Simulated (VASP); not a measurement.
## Ga7N8 (a cell with a defect): single point with PBE

The system is Ga7N8 (a cell with a defect).

```xyz
15
Lattice="3.1740 5.4976 0.0000 -3.1740 5.4976 0.0000 0.0000 0.0000 5.1563" Properties=species:S:1:pos:R:3 pbc="T T T"
Ga    0.0753    1.8976    0.0489
Ga    0.2710    3.7789    2.6126
Ga   -1.6399    4.4107    0.1217
Ga   -1.7648    6.0210    2.6805
Ga    1.6224    4.8154   -0.1342
Ga   -0.1017    7.3009    0.0131
Ga    1.4429    7.6607    2.7133
N     0.2027    1.9131    1.9898
N     0.0677    3.7351    4.5441
N    -1.6203    4.1251    2.0860
N    -1.6422    6.2635    4.6036
N     0.9881    5.3117    1.7087
N     1.5986    6.7002    4.4288
N     0.1546    6.4208    1.8461
N    -0.1194    9.1318    4.7631
```

| Item | Value |
| --- | --- |
| Program | VASP 6.6.1 |
| Task | single point |
| Functional | PBE |
| Potentials or basis | VASP PAW PBE potentials, release 64 (Ga_d, N) |
| Cutoff | 520 eV |
| k mesh | 3 × 3 × 3 |
| Occupations | fermi-dirac, width 0.05 eV |
| Spin | no spin polarisation |

| Item | Value |
| --- | --- |
| Pressure | 2.8 GPa |
| Largest force | 0.209 eV/Å |

Forces in eV/Å, atoms in the order of the input:
```
Ga  -0.011  0.013  0.011
Ga   0.038  0.015  0.005
Ga  -0.018  0.008  0.007
Ga  -0.024  0.004  0.015
Ga   0.012  0.019 -0.009
Ga  -0.023  0.045 -0.001
Ga   0.144 -0.151  0.014
N   -0.035 -0.020  0.000
N   -0.001  0.012 -0.003
N   -0.007 -0.004 -0.002
N   -0.010  0.017  0.002
N   -0.004 -0.058 -0.028
N   -0.012  0.037 -0.018
N   -0.037  0.038 -0.010
N   -0.012  0.025  0.018
```

Stress tensor (GPa, compression positive):
```
 4.72  4.16  1.44
 4.16 -3.22  2.90
 1.44  2.90  6.85
```

Levels at points of the mesh, in eV from the Fermi level:
| k point | band 63 | band 64 | band 65 | band 66 | band 67 | band 68 |
| --- | --- | --- | --- | --- | --- | --- |
| (0.00, 0.00, 0.00) | -0.95 | -0.73 | -0.62 | 0.07 | 1.33 | 3.32 |

Run time: 7.7 min on 1 thread of Intel Xeon 6975P-C (shared host), peak memory 0.36 GiB.

Caveat: the k points lie up to 0.41 Å⁻¹ apart.
